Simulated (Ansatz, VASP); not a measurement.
**BaZrO3: VASP beside Ansatz**

```
CELL_PARAMETERS angstrom
4.30096 0.00000 0.00000
0.00000 4.30096 0.00000
0.00000 0.00000 4.30096
ATOMIC_POSITIONS crystal
Ba 0.00000 0.00000 0.00000
Zr 0.50000 0.50000 0.50000
O 0.00000 0.50000 0.50000
O 0.50000 0.50000 0.00000
O 0.50000 0.00000 0.50000
```

Alike in both runs: task single point; functional r2SCAN; k mesh 6 × 6 × 6; occupations gaussian, width 0.05 eV; no spin polarisation.

```csv
,VASP,Ansatz
version,VASP 6.6.1,Ansatz 0.2.0
potentials or method,"VASP PAW PBE potentials, release 64 (Ba_sv, Zr_sv, O), cutoff 520 eV","scalar-relativistic, plane waves, PAW"
valence electrons in the cell,40,40
```

|  | VASP | Ansatz | Ansatz less VASP |
| --- | --- | --- | --- |
| gap on the k mesh at the Fermi level (eV) | 3.50 | 3.55 | +0.044 |
| least direct gap on the mesh (eV) | 3.82 | 3.84 | +0.021 |
| pressure (GPa) | -8.8 | -9.5 | -0.77 |

VASP's potentials were made for PBE, not for r2SCAN.

Spin-orbit coupling is off throughout.
